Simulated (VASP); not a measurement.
A run of VASP 6.6.1 is set up as follows.

The input INCAR:

```
SYSTEM = Ca6F
PREC = Accurate ; ENCUT = 600
EDIFF = 1E-6 ; ISMEAR = 0
SIGMA = 0.1 ; LREAL = .False.
LASPH = .True. ; NELM = 60
ALGO = Normal ; ISIF = 3
LWAVE = .False. ; LCHARG = .False.
GGA = PE ; IBRION = 2
NSW = 90 ; EDIFFG = -0.04
```

KPOINTS

```
Automatic mesh
0
Gamma
  4 4 4
  0 0 0
```

The input POSCAR:

```
Ca6F
1.0
    0.0000000000      4.3127090600      4.3127090600
    4.3127090600      0.0000000000      4.3127090600
    4.3127090600      4.3127090600      0.0000000000
Ca F
6 1
Direct
    0.2266721100      0.7733278900      0.7733278900
    0.7733278900      0.2266721100      0.2266721100
    0.7733278900      0.2266721100      0.7733278900
    0.2266721100      0.7733278900      0.2266721100
    0.7733278900      0.7733278900      0.2266721100
    0.2266721100      0.2266721100      0.7733278900
    0.5000000000      0.5000000000      0.5000000000
```

Potentials or basis: VASP PAW PBE potentials, release 64 (Ca_sv, F).

The run is started by

```bash
$ cat potpaw_PBE.64/Ca_sv/POTCAR potpaw_PBE.64/F/POTCAR > POTCAR
$ mpirun -np 1 vasp_std > vasp.out
```

(1) Predict the space group after relaxing (to 0.1 Å).

(2) What does it give for the relaxed cell?

Answers

(1) Fm-3m (No. 225).

(2) a = 7.395 Å, b = 7.395 Å, c = 7.395 Å, α = 60.00°, β = 60.00°, γ = 60.00°.

Caveat: an odd number of electrons without spin polarisation forces a metal; a magnetic or distorted state may lie lower.
